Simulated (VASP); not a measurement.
# BaTe (R-3m) in VASP: single point with PBEsol

Aim: the single point of BaTe with PBEsol.

Everything below comes from runs of VASP 6.6.1. Logs are shortened: lines on timing, memory, paths and dates and some standing lists are left out, and cuts for length are marked.

**1. The cell of the first run**

It takes space group R-3m (No. 166, trigonal). The conventional cell has a = 4.774 Å, b = 4.774 Å, c = 12.049 Å, α = 90.00°, β = 90.00°, γ = 120.00°. Within 4.5 Å of Ba (site symmetry -3m) lie 6 Te at 3.41 Å. Within 4.5 Å of Te (site symmetry -3m) lie 6 Ba at 3.41 Å.

**2. Single point, PBEsol (equal xy, yz and zx shear strains of +2 %)**

INCAR reads:

```
PREC = Accurate
ENCUT = 520
EDIFF = 1E-6
ISMEAR = -1
SIGMA = 0.05
LREAL = False
LASPH = True
NELM = 80
ALGO = Normal
ISIF = 2
LWAVE = False
LCHARG = False
GGA = PS
NBANDS = 15
```

KPOINTS reads:

```
Automatic mesh
0
Gamma
  10 10 10
```

POSCAR reads:

```
BaTe
1.0
    0.0682000000      3.4441000000      3.4441000000
    3.4441000000      0.0682000000      3.4441000000
    3.4441000000      3.4441000000      0.0682000000
Ba Te
1 1
Direct
    0.0000000000      0.0000000000      0.0000000000
    0.5000000000      0.5000000000      0.5000000000
```

Potentials or basis: VASP PAW PBE potentials, release 64 (Ba_sv, Te).

Run with:

```bash
> cat potpaw_PBE.64/Ba_sv/POTCAR potpaw_PBE.64/Te/POTCAR > POTCAR
> mpirun -np 1 vasp_std > vasp.out
```

OUTCAR:

```text
PREC = Accurate
   ENCUT = 520
   EDIFF = 1E-6
   ISMEAR = -1
   LREAL = False
   LASPH = True
   NELM = 80
   ISIF = 2
   GGA = PS

 ion  position               nearest neighbor table
   1  0.000  0.000  0.000-   2 3.41   2 3.41   2 3.41   2 3.41   2 3.41   2 3.41
   2  0.500  0.500  0.500-   1 3.41   1 3.41   1 3.41   1 3.41   1 3.41   1 3.41

  LATTYP: Found a trigonal (rhomboedric) cell.
 ALAT       =     4.8711703789
 COS(alpha) =     0.5197000882

  Lattice vectors:

 A1 = (   0.0682000000,   3.4441000000,   3.4441000000)
 A2 = (   3.4441000000,   0.0682000000,   3.4441000000)
 A3 = (   3.4441000000,   3.4441000000,   0.0682000000)

Analysis of symmetry for initial positions (statically):
=====================================================================
 Subroutine PRICEL returns:
 Original cell was already a primitive cell.

 Routine SETGRP: Setting up the symmetry group for a
 trigonal (rhombohedral) supercell.

 Subroutine GETGRP returns: Found 12 space group operations
 (whereof 12 operations were pure point group operations)
 out of a pool of 12 trial point group operations.

The static configuration has the point symmetry D_3d.

Analysis of symmetry for dynamics (positions and initial velocities):
=====================================================================
 Subroutine PRICEL returns:
 Original cell was already a primitive cell.

 Routine SETGRP: Setting up the symmetry group for a
 trigonal (rhombohedral) supercell.

 Subroutine GETGRP returns: Found 12 space group operations
 (whereof 12 operations were pure point group operations)
 out of a pool of 12 trial point group operations.

The dynamic configuration has the point symmetry D_3d.

 Subroutine INISYM returns: Found 12 space group operations
 (whereof 12 operations are pure point group operations),
 and found     1 'primitive' translations

----------------------------------------------------------------------------------------

                                     Primitive cell

  volume of cell :      79.2800

  direct lattice vectors                    reciprocal lattice vectors
     0.068200000  3.444100000  3.444100000    -0.149560698  0.146656607  0.146656607
     3.444100000  0.068200000  3.444100000     0.146656607 -0.149560698  0.146656607
     3.444100000  3.444100000  0.068200000     0.146656607  0.146656607 -0.149560698

  length of vectors
     4.871170379  4.871170379  4.871170379     0.255704367  0.255704367  0.255704367

  position of ions in fractional coordinates (direct lattice)
     0.000000000  0.000000000  0.000000000
[... 89 lines left out ...]
   NELECT =      16.0000    total number of electrons
   NUPDOWN=      -1.0000    fix difference up-down
   EMIN   =  10.00;   EMAX   =-10.00  energy-range for DOS
   EFERMI =   0.00;   METHOD = LEGACY
   ISMEAR =    -1;   SIGMA  =   0.05  broadening in eV -4-tet -1-fermi 0-gaus
   EFERMI_NEDOS =   21; number of points for ismear=-14 and -15
   IALGO  =     38    algorithm
   IMIX   =      4    mixing-type and parameters
     AMIX     =   0.40;   BMIX     =  1.00
     AMIX_MAG =   1.60;   BMIX_MAG =  1.00
  volume/ion in A,a.u.               =      39.64       267.50
  Fermi-wavevector in a.u.,A,eV,Ry     =   0.960271  1.814648 12.546197  0.922119
  Thomas-Fermi vector in A             =   2.089540
   LORBIT       =      0    0 simple, 1 ext, 2 COOP (PROOUT), +10 PAW based schemes
   GGA     = PS    functional components
   LHFCALC =     F    Hartree Fock is set to
   AEXX    =    0.0000 exact exchange contribution
   IVDW    =     0    specifies the selected vdW correction
   LEPSILON=     F    determine dielectric tensor
   LRPA    =     F    only Hartree local field effects (RPA)
 non-spin polarized calculation
  energy-cutoff  :      520.00
  volume of cell :       79.28
 maximum number of plane-waves:      2153
   NGX = 19   NGY = 19   NGZ = 19

 number of electron      16.0000000 magnetization

 Free energy of the ion-electron system (eV)
  ---------------------------------------------------
  ext. energy  EPLUGINS =         0.00000000
  ---------------------------------------------------
  free energy    TOTEN  =        -9.15153915 eV

  energy without entropy =       -9.15153909  energy(sigma->0) =       -9.15153912

 E-fermi :   3.3062     XC(G=0):  -8.7302

 val. band max:        2.7093326804   @ k =   0.0000   0.0000   0.0000
 cond. band min:       3.9086858142   @ k =   0.5000   0.5000   0.0000
 fundamental gap:      1.1993531338
 Fermi energy:         3.3061690852

 k-point     1 :       0.0000    0.0000    0.0000
  band No.  band energies     occupation
      1     -24.1233      2.00000
      2      -9.2886      2.00000
      3      -9.2794      2.00000
      4      -9.2794      2.00000
      5      -7.0920      2.00000
      6       2.6076      2.00000
      7       2.7093      1.99999
      8       2.7093      1.99999
      9       5.2968      0.00000
     10       5.5423      0.00000
     11       5.5423      0.00000
     12       5.7704      0.00000
     13       6.2114      0.00000
     14       6.2114      0.00000
[... 401 lines left out ...]
      2      -9.6206      2.00000
      3      -9.3811      2.00000
      4      -9.3739      2.00000
      5      -6.6505      2.00000
      6       1.0375      2.00000
      7       2.0892      2.00000
      8       2.1370      2.00000
      9       4.3766      0.00000
     10       7.1868      0.00000
     11       7.3899      0.00000
     12       8.1496      0.00000
     13       8.3057      0.00000
     14       9.5828      0.00000
     15      10.9481      0.00000

 [... further k-points ...]

------------------------ aborting loop because EDIFF is reached ----------------------------------------

  FORCE on cell =-STRESS in cart. coord.  units (eV):
  Direction    XX          YY          ZZ          XY          YZ          ZX
  --------------------------------------------------------------------------------------
  -------------------------------------------------------------------------------------
  Total        1.1699119      1.1699119      1.1699119     -0.1059930     -0.1059930     -0.1059930
  in kB       23.6428622     23.6428622     23.6428622     -2.1420237     -2.1420237     -2.1420237
  external PRESSURE =      23.6428622 kB  Pullay stress =       0.0000000 kB

 VOLUME and BASIS-vectors are now :
 -----------------------------------------------------------------------------
  energy-cutoff  :      520.00
  volume of cell :       79.28
      direct lattice vectors                 reciprocal lattice vectors
     0.068200000  3.444100000  3.444100000    -0.149560698  0.146656607  0.146656607
     3.444100000  0.068200000  3.444100000     0.146656607 -0.149560698  0.146656607
     3.444100000  3.444100000  0.068200000     0.146656607  0.146656607 -0.149560698

 POSITION                                       TOTAL-FORCE (eV/Angst)
 -----------------------------------------------------------------------------------
      0.00000      0.00000      0.00000        -0.000000      0.000000      0.000000
      3.47820      3.47820      3.47820         0.000000     -0.000000     -0.000000
 -----------------------------------------------------------------------------------
    total drift:                                0.000000      0.000000      0.000000

  FREE ENERGIE OF THE ION-ELECTRON SYSTEM (eV)
  ---------------------------------------------------
  free  energy   TOTEN  =        -9.1515391506 eV

  energy  without entropy=       -9.1515390874  energy(sigma->0) =       -9.15153912
```

It took 3.6 min on 1 thread of Oxide Virtual Turin-like, shared host; peak memory 0.28 GiB.

What came out:

```
Free energy            : -9.1515 eV
Pressure               : 2.4 GPa
Band gap on the k mesh : 1.20 eV (least direct gap 1.58 eV)
```

Caveat: the cell differs from its parent crystal (equal xy, yz and zx shear strains of +2 %); the PAW data sets were made with another functional, which shifts forces and pressure a little; spin-orbit coupling is left out, which moves the levels of the heavy elements. A k mesh can miss the band edges.
